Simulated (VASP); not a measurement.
Write the native input for VASP 6.6.1 that does the following.

```yaml
Task: single point
Functional: r2SCAN
Potentials_or_basis: VASP PAW PBE potentials, release 64 (Nb_sv, As)
Cutoff: 520 eV
k_mesh: 11 × 11 × 11
Occupations: fermi-dirac, width 0.1 eV
Spin: no spin polarisation
Dipole_correction: no
Further_INCAR_settings: ALGO = Normal; EDIFF = 1e-06; NBANDS = 26
```

The system is NbAs.

```xyz
4
Lattice="-1.7168 1.7168 5.8469 1.7168 -1.7168 5.8469 1.7168 1.7168 -5.8469" Properties=species:S:1:pos:R:3 pbc="T T T"
Nb    0.0000    0.0000   -0.0108
Nb    0.0000    1.7168    2.9127
As    0.0000    0.0000    4.8754
As    1.7168    0.0000    1.9519
```

These files were run (other wordings do the same):

POSCAR

```
NbAs
1.0
   -1.7168170200      1.7168170200      5.8469436500
    1.7168170200     -1.7168170200      5.8469436500
    1.7168170200      1.7168170200     -5.8469436500
Nb As
2 2
Direct
   -0.0009193447     -0.0009193447      0.0000000000
    0.7490806553      0.2490806553      0.5000000000
    0.4169193447      0.4169193447      0.0000000000
    0.1669193447      0.6669193447      0.5000000000
```

INCAR.step1

```
ALGO = Normal
EDIFF = 1E-4
ENCUT = 520
GGA = PE
ISMEAR = -1
LASPH = T
LCHARG = F
LREAL = F
LWAVE = T
NBANDS = 26
NELM = 80
PREC = Accurate
SIGMA = 0.1
```

INCAR.step2

```
ALGO = Normal
EDIFF = 1E-6
ENCUT = 520
ISIF = 2
ISMEAR = -1
ISTART = 1
LASPH = T
LCHARG = F
LMIXTAU = T
LREAL = F
LWAVE = F
METAGGA = R2SCAN
NBANDS = 26
NELM = 80
PREC = Accurate
SIGMA = 0.1
```

KPOINTS

```
k-points
0
Gamma
  11 11 11
```

Potentials or basis: VASP PAW PBE potentials, release 64 (Nb_sv, As).

Run with:

```bash
$ cat potpaw_PBE.64/Nb_sv/POTCAR potpaw_PBE.64/As/POTCAR > POTCAR
$ cp INCAR.step1 INCAR
$ mpirun -np 1 vasp_std > vasp.out
$ cp INCAR.step2 INCAR
$ mpirun -np 1 vasp_std > vasp.out
```

Results of the run:

The pressure is 3.6 GPa and the largest force is 0.006 eV/Å. The band gap on the k mesh is zero (filled and empty bands overlap).

Caveat: the PAW data sets were made with another functional, which shifts forces and pressure a little.

Wall time 17 min on 1 thread of Intel(R) Xeon(R) Platinum 8488C (Sapphire Rapids), with other jobs on the host, peak memory 0.48 GiB.
